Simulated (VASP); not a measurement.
# C (I4_1/amd) in VASP: a series of runs, part 2 of 2

VASP 6.6.1.

## Step 4: Single point, PBE (uniaxial z strain -3.0%)

Input file INCAR:

```
ALGO     = Normal         # electronic algorithm
EDIFF    = 1E-7           # SCF threshold, eV
ENCUT    = 520            # plane-wave cutoff, eV
GGA      = PE             # functional
ISIF     = 2              # what is computed and relaxed
ISMEAR   = -1             # smearing method
LASPH    = True           # aspherical terms in the spheres
LCHARG   = False          # write CHGCAR
LREAL    = False          # projectors in reciprocal space
LWAVE    = False          # write WAVECAR
NBANDS   = 11             # bands
NELM     = 100            # most SCF steps
PREC     = Accurate       # precision mode
SIGMA    = 0.02           # smearing width, eV
```

Input file KPOINTS:

```
k-points
0
Gamma
  12 12 12
```

Input file POSCAR:

```
C
1.0
    0.0000000000      1.7801241425      1.7267204183
    1.7801241425      0.0000000000      1.7267204183
    1.7801241425      1.7801241425      0.0000000000
C
2
Direct
    0.0000000000      0.0000000000      0.0000000000
    0.2500000000      0.2500000000      0.2500000000
```

Potentials or basis: VASP PAW PBE potentials, release 64 (C).

On the command line:

```bash
$ cat potpaw_PBE.64/C/POTCAR > POTCAR
$ mpirun -np 1 vasp_std > vasp.out
```

OUTCAR:

```text
EDIFF = 1E-7
   ENCUT = 520
   GGA = PE
   ISIF = 2
   ISMEAR = -1
   LASPH = True
   LREAL = False
   NELM = 100
   PREC = Accurate

 ion  position               nearest neighbor table
   1  0.000  0.000  0.000-   2 1.53   2 1.53   2 1.53   2 1.53
   2  0.250  0.250  0.250-   1 1.53   1 1.53   1 1.53   1 1.53

  LATTYP: Found a body centered tetragonal cell.
 ALAT       =     2.5174757050
 C/A-ratio  =     1.3717871556

  Lattice vectors:

 A1 = (   0.0000000000,  -1.7801241425,  -1.7267204183)
 A2 = (   0.0000000000,   1.7801241425,  -1.7267204183)
 A3 = (   1.7801241425,   0.0000000000,   1.7267204183)

Analysis of symmetry for initial positions (statically):
=====================================================================
 Subroutine PRICEL returns:
 Original cell was already a primitive cell.

 Routine SETGRP: Setting up the symmetry group for a
 body centered tetragonal supercell.

 Subroutine GETGRP returns: Found 16 space group operations
 (whereof  8 operations were pure point group operations)
 out of a pool of 16 trial point group operations.

The static configuration has the point symmetry D_2d.
 The point group associated with its full space group is D_4h.

Analysis of symmetry for dynamics (positions and initial velocities):
=====================================================================
 Subroutine PRICEL returns:
 Original cell was already a primitive cell.

 Routine SETGRP: Setting up the symmetry group for a
 body centered tetragonal supercell.

 Subroutine GETGRP returns: Found 16 space group operations
 (whereof  8 operations were pure point group operations)
 out of a pool of 16 trial point group operations.

The dynamic configuration has the point symmetry D_2d.
 The point group associated with its full space group is D_4h.

 Subroutine INISYM returns: Found 16 space group operations
 (whereof  8 operations are pure point group operations),
 and found     1 'primitive' translations
[... 114 lines left out ...]
     AMIX     =   0.40;   BMIX     =  1.00
     AMIX_MAG =   1.60;   BMIX_MAG =  1.00
  volume/ion in A,a.u.               =       5.47        36.92
  Fermi-wavevector in a.u.,A,eV,Ry     =   1.474758  2.786888 29.591444  2.174910
  Thomas-Fermi vector in A             =   2.589490
   LORBIT       =      0    0 simple, 1 ext, 2 COOP (PROOUT), +10 PAW based schemes
   GGA     = PE    functional components
   LHFCALC =     F    Hartree Fock is set to
   AEXX    =    0.0000 exact exchange contribution
   IVDW    =     0    specifies the selected vdW correction
   LEPSILON=     F    determine dielectric tensor
   LRPA    =     F    only Hartree local field effects (RPA)
 non-spin polarized calculation
  energy-cutoff  :      520.00
  volume of cell :       10.94
 maximum number of plane-waves:       304
   NGX =  9   NGY =  9   NGZ =  9

 number of electron       8.0000000 magnetization

 Free energy of the ion-electron system (eV)
  ---------------------------------------------------
  ext. energy  EPLUGINS =         0.00000000
  ---------------------------------------------------
  free energy    TOTEN  =       -18.13789227 eV

  energy without entropy =      -18.13789227  energy(sigma->0) =      -18.13789227

 E-fermi :  11.0677     XC(G=0): -13.4334

 val. band max:       10.5615934614   @ k =   0.0000   0.0000   0.0000
 cond. band min:      14.0158808542   @ k =   0.3333   0.3333   0.0000
 fundamental gap:      3.4542873928
 Fermi energy:        11.0677012768

 k-point     1 :       0.0000    0.0000    0.0000
  band No.  band energies     occupation
      1     -11.7082      2.00000
      2      10.1064      2.00000
      3      10.1064      2.00000
      4      10.5616      2.00000
      5      15.7006      0.00000
      6      16.0845      0.00000
      7      16.0845      0.00000
      8      24.4095      0.00000
      9      30.0283      0.00000
     10      36.3831      0.00000
     11      37.6477      0.00000
[... 309 lines left out ...]
 k-point    24 :      -0.4167    0.1667    0.0000
  band No.  band energies     occupation
      1      -5.3677      2.00000
      2      -2.5384      2.00000
      3       4.9606      2.00000
      4       6.2475      2.00000
      5      17.5242      0.00000
      6      20.6673      0.00000
      7      22.2170      0.00000
      8      25.9826      0.00000
      9      30.0098      0.00000
     10      34.8323      0.00000
     11      35.5520      0.00000

 [... further k-points ...]
[... 5 lines left out ...]
  --------------------------------------------------------------------------------------
  -------------------------------------------------------------------------------------
  Total        0.6819200      0.6819200      2.6277237      0.0000000      0.0000000      0.0000000
  in kB       99.8369791     99.8369791    384.7137238      0.0000000      0.0000000      0.0000000
  external PRESSURE =     194.7958940 kB  Pullay stress =       0.0000000 kB

 VOLUME and BASIS-vectors are now :
 -----------------------------------------------------------------------------
  energy-cutoff  :      520.00
  volume of cell :       10.94
      direct lattice vectors                 reciprocal lattice vectors
     0.000000000  1.780124143  1.726720418    -0.280879287  0.280879287  0.289566275
     1.780124143  0.000000000  1.726720418     0.280879287 -0.280879287  0.289566275
     1.780124143  1.780124143  0.000000000     0.280879287  0.280879287 -0.289566275

 POSITION                                       TOTAL-FORCE (eV/Angst)
 -----------------------------------------------------------------------------------
      0.00000      0.00000      0.00000         0.000000      0.000000      0.000000
      0.89006      0.89006      0.86336        -0.000000     -0.000000     -0.000000
 -----------------------------------------------------------------------------------
    total drift:                               -0.000000     -0.000000     -0.000000

  FREE ENERGIE OF THE ION-ELECTRON SYSTEM (eV)
  ---------------------------------------------------
  free  energy   TOTEN  =       -18.1378922694 eV

  energy  without entropy=      -18.1378922694  energy(sigma->0) =      -18.13789227
```

It took 22 s on 1 thread of AMD EPYC 7R13, shared host; peak memory 0.12 GiB.

Results:

- Free energy: -18.1379 eV
- Pressure: 19.5 GPa
- Band gap on the k mesh: 3.45 eV, indirect (least direct gap 5.14 eV)

Caveat: the cell differs from its parent crystal (uniaxial z strain -3.0%). A k mesh can miss the band edges.

## Step 5: Single point, PBE (uniaxial z strain -2.0%)

Input file INCAR:

```
ALGO = Normal
EDIFF = 1E-7
ENCUT = 520
GGA = PE
ISIF = 2
ISMEAR = -1
LASPH = True
LCHARG = False
LREAL = False
LWAVE = False
NBANDS = 11
NELM = 60
PREC = Accurate
SIGMA = 0.02
```

KPOINTS is that of step 4.

Input file POSCAR:

```
C
1.0
    0.0000000000      1.7801241425      1.7445216597
    1.7801241425      0.0000000000      1.7445216597
    1.7801241425      1.7801241425      0.0000000000
C
2
Direct
    0.0000000000      0.0000000000      0.0000000000
    0.2500000000      0.2500000000      0.2500000000
```

Potentials or basis: VASP PAW PBE potentials, release 64 (C).

On the command line:

```bash
$ cat potpaw_PBE.64/C/POTCAR > POTCAR
$ mpirun -np 1 vasp_std > vasp.out
```

OUTCAR:

```text
EDIFF = 1E-7
   ENCUT = 520
   GGA = PE
   ISIF = 2
   ISMEAR = -1
   LASPH = True
   LREAL = False
   NELM = 60
   PREC = Accurate

 ion  position               nearest neighbor table
   1  0.000  0.000  0.000-   2 1.53   2 1.53   2 1.53   2 1.53
   2  0.250  0.250  0.250-   1 1.53   1 1.53   1 1.53   1 1.53

  LATTYP: Found a body centered tetragonal cell.
 ALAT       =     2.5174757050
 C/A-ratio  =     1.3859292912

  Lattice vectors:

[... 521 lines left out ...]

 [... further k-points ...]

------------------------ aborting loop because EDIFF is reached ----------------------------------------

  FORCE on cell =-STRESS in cart. coord.  units (eV):
  Direction    XX          YY          ZZ          XY          YZ          ZX
  --------------------------------------------------------------------------------------
  -------------------------------------------------------------------------------------
  Total        0.5583537      0.5583537      1.8628204      0.0000000      0.0000000      0.0000000
  in kB       80.9120178     80.9120178    269.9445899      0.0000000      0.0000000      0.0000000
  external PRESSURE =     143.9228752 kB  Pullay stress =       0.0000000 kB

 VOLUME and BASIS-vectors are now :
 -----------------------------------------------------------------------------
  energy-cutoff  :      520.00
  volume of cell :       11.06
      direct lattice vectors                 reciprocal lattice vectors
     0.000000000  1.780124143  1.744521660    -0.280879287  0.280879287  0.286611517
     1.780124143  0.000000000  1.744521660     0.280879287 -0.280879287  0.286611517
     1.780124143  1.780124143  0.000000000     0.280879287  0.280879287 -0.286611517

 POSITION                                       TOTAL-FORCE (eV/Angst)
 -----------------------------------------------------------------------------------
      0.00000      0.00000      0.00000        -0.000000     -0.000000     -0.000000
      0.89006      0.89006      0.87226         0.000000      0.000000      0.000000
 -----------------------------------------------------------------------------------
    total drift:                                0.000000      0.000000      0.000000

  FREE ENERGIE OF THE ION-ELECTRON SYSTEM (eV)
  ---------------------------------------------------
  free  energy   TOTEN  =       -18.1610882135 eV

  energy  without entropy=      -18.1610882135  energy(sigma->0) =      -18.16108821
```

It took 23 s on 1 thread of AMD EPYC 7R13, shared host; peak memory 0.13 GiB.

Results:

| Item | Value |
| --- | --- |
| Free energy | -18.1611 eV |
| Pressure | 14.4 GPa |
| Band gap on the k mesh | 3.69 eV, indirect (least direct gap 5.29 eV) |

Caveat: the cell differs from its parent crystal (uniaxial z strain -2.0%).

## Step 6: The runs side by side

```tsv
cell	k mesh	smearing	gap on the mesh (eV)	pressure (GPa)
a = 2.568, b = 2.568, c = 2.517 Å, angles 60.7, 60.7, 58.7°, 2 atoms	6 × 6 × 6	gaussian 0.01 eV	3.59	-11.5
a = 2.468, b = 2.468, c = 2.517 Å, angles 59.3, 59.3, 61.3°, 2 atoms	12 × 12 × 12	fermi-dirac 0.02 eV	3.21	24.8
a = 2.480, b = 2.480, c = 2.517 Å, angles 59.5, 59.5, 61.0°, 2 atoms	12 × 12 × 12	fermi-dirac 0.02 eV	3.45	19.5
a = 2.492, b = 2.492, c = 2.517 Å, angles 59.7, 59.7, 60.7°, 2 atoms	12 × 12 × 12	fermi-dirac 0.02 eV	3.69	14.4
```

Alike in all rows: task single point; level PBE; potentials or basis VASP PAW PBE potentials, release 64 (C); no spin polarisation; cutoff (eV) 520.

Caveats: some runs use coarse meshes.

Total energies depend on the potentials used, so only differences within one code and one set of settings carry meaning.
